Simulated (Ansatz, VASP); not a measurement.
## LiF in VASP and in Ansatz

The input POSCAR:

```
LiF
1.0
    0.0000000000      2.0984028919      1.9948691814
    2.0984028919      0.0000000000      1.9948691814
    2.0984028919      2.0984028919      0.0000000000
Li F
1 1
Direct
    0.0000000000      0.0000000000      0.0000000000
    0.5000000000      0.5000000000      0.5000000000
```

INCAR.step1

```
PREC = Accurate
ENCUT = 520
ISMEAR = 0
SIGMA = 0.01
LREAL = F
LASPH = T
NELM = 60
NBANDS = 12
GGA = PE
ALGO = Normal
EDIFF = 1E-4
LWAVE = T
LCHARG = F
```

INCAR.step2

```
PREC = Accurate
ENCUT = 520
EDIFF = 1E-6
ISMEAR = 0
SIGMA = 0.01
LREAL = F
LASPH = T
NELM = 60
ALGO = Normal
ISIF = 2
LWAVE = F
LCHARG = F
METAGGA = R2SCAN
LMIXTAU = T
NBANDS = 12
ISTART = 1
```

File KPOINTS:

```
regular mesh
0
Gamma
  10 10 10
```

Input for Ansatz:

```yaml
crystal:
  lattice:
    - [0.0, 2.0984028919, 1.9948691814]
    - [2.0984028919, 0.0, 1.9948691814]
    - [2.0984028919, 2.0984028919, 0.0]
  atoms:
    - { symbol: Li, position: [0.0, 0.0, 0.0] }
    - { symbol: F, position: [0.5, 0.5, 0.5] }
kpoints:
  mp_grid: { grid: [10, 10, 10] }
  band_path:
    path:
      - [0.0, 0.0, 0.0]
      - [0.5, 0.0, 0.5]
      - [0.625, 0.25, 0.625]
      - [0.375, 0.375, 0.75]
      - [0.5, 0.5, 0.5]
      - [0.5, 0.25, 0.75]
    npoints: 1
hamiltonian:
  xc: r2scan
scf:
  occupations: { method: fixed }
  n_extra_bands: 4
output:
  forces: true
  stress: true
  eigenvalues: true
```

Change from the starting cell: biaxial_xy strain +5.2%.

Alike in both runs: task single point; functional r2SCAN; k mesh 10 × 10 × 10; no spin polarisation.

|  | VASP | Ansatz |
| --- | --- | --- |
| version | VASP 6.6.1 | Ansatz 0.2.0 |
| potentials or method | VASP PAW PBE potentials, release 64 (Li_sv, F) | plane waves, PAW |
| plane-wave cutoff (eV) | 520 | 500 |
| occupations | gaussian, width 0.01 eV | fixed |
| valence electrons in the cell | 10 | 10 |

Ansatz gave:

- gap on the k mesh at the Fermi level (eV): 9.37

**Question.** What did VASP give for the same quantities?

**Answer.** gap on the k mesh at the Fermi level (eV): 9.54.

VASP's potentials were made for PBE, not for r2SCAN.

Noted on VASP's run: the cutoff is short for stress, so the pressure is rough.
